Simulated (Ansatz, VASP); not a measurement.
# Two plane-wave programs on HfNbSe4

```
Hf Nb Se
1.0
     4.52732    0.00000    0.00000
    -2.26366    3.92077    0.00000
     0.00000    0.00000    8.91071
Hf Nb Se
1 1 4
Direct
  0.00000 0.00000 0.15954
  0.00000 0.00000 0.82463
  0.33333 0.66667 0.68268
  0.66667 0.33333 0.68268
  0.33333 0.66667 0.04505
  0.66667 0.33333 0.04505
```

Alike in both runs: task single point; functional PBE; k mesh 6 × 6 × 2; occupations gaussian, width 0.1 eV; collinear spin.

|  | VASP | Ansatz |
| --- | --- | --- |
| version | VASP 6.6.1 | Ansatz 0.2.0 |
| potentials or method | VASP PAW PBE potentials, release 64 (Hf_pv, Nb_sv, Se), cutoff 520 eV | scalar-relativistic, plane waves, PAW |
| valence electrons in the cell | 47 | 103 |

|  | VASP | Ansatz | Ansatz less VASP |
| --- | --- | --- | --- |
| gap on the k mesh at the Fermi level (eV) | none | none | - |
| pressure (GPa) | 3.9 | 4.0 | +0.13 |
| traceless stress, the component that is largest in VASP (GPa) | -7.78 | -7.79 | -0.008 |
| rms of the force components (eV/Å) | 0.757 | 0.761 | +0.0037 |
| net moment per atom (μB) | 0.00 | 0.11 | +0.109 |
| size of the moment on the site where the two differ most (μB) | 0.00 | 0.33 | +0.332 |

The net moments are unlike, so the other rows may belong to different states. Site moments also hang on the region over which each program counts them. Atom by atom the forces differ by 0.023 eV/Å (rms over components). A gap of «none» marks a metal or a gap that the smearing closes. VASP's potentials hold 47 valence electrons a cell and Ansatz's 103, so a difference there can come from the potentials and not from the codes. Ansatz's warnings: no starting moments.

Neither program's run includes spin-orbit coupling.
